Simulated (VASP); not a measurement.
A run of VASP 6.6.1 is set up as follows.

Contents of INCAR:

```
SYSTEM = TiO2
PREC = Accurate
ENCUT = 520
EDIFF = 1E-7
ISMEAR = 0
SIGMA = 0.02
LREAL = .False.
LASPH = .True.
NELM = 100
ALGO = Normal
ISIF = 2
LWAVE = .False.
LCHARG = .False.
GGA = PE
NBANDS = 33
```

The input KPOINTS:

```
Automatic mesh
0
Gamma
  10 10 10
  0 0 0
```

The input POSCAR:

```
TiO2
1.0
   -1.8994484773      1.8994484773      4.8498387184
    1.8994484773     -1.8994484773      4.8498387184
    1.8994484773      1.8994484773     -4.8498387184
Ti O
2 4
Direct
    0.0000000000      0.0000000000      0.0000000000
    0.7500000000      0.2500000000      0.5000000000
    0.9564669609      0.4564669609      0.5000000000
    0.2064669609      0.2064669609      0.0000000000
    0.5435330391      0.0435330391      0.5000000000
    0.7935330391      0.7935330391      0.0000000000
```

Potentials or basis: VASP PAW PBE potentials, release 64 (Ti_sv, O).

Launch:

```sh
$ cat potpaw_PBE.64/Ti_sv/POTCAR potpaw_PBE.64/O/POTCAR > POTCAR
$ mpirun -np 1 vasp_std > vasp.out
```

Q: What does it give for the pressure?

A: 0.7 GPa.

Q: Estimate the band gap on the k mesh.

A: 2.11 eV, indirect (least direct gap 2.41 eV).

Forces on the atoms (eV/Å):
```
Ti   0.000  0.000  0.000
Ti   0.000  0.000  0.000
O    0.000  0.000  0.018
O    0.000  0.000  0.018
O    0.000  0.000 -0.018
O    0.000  0.000 -0.018
```

A k mesh can miss the band edges. Expect the measured gap to be larger: semilocal functionals such as PBE lack the derivative discontinuity.
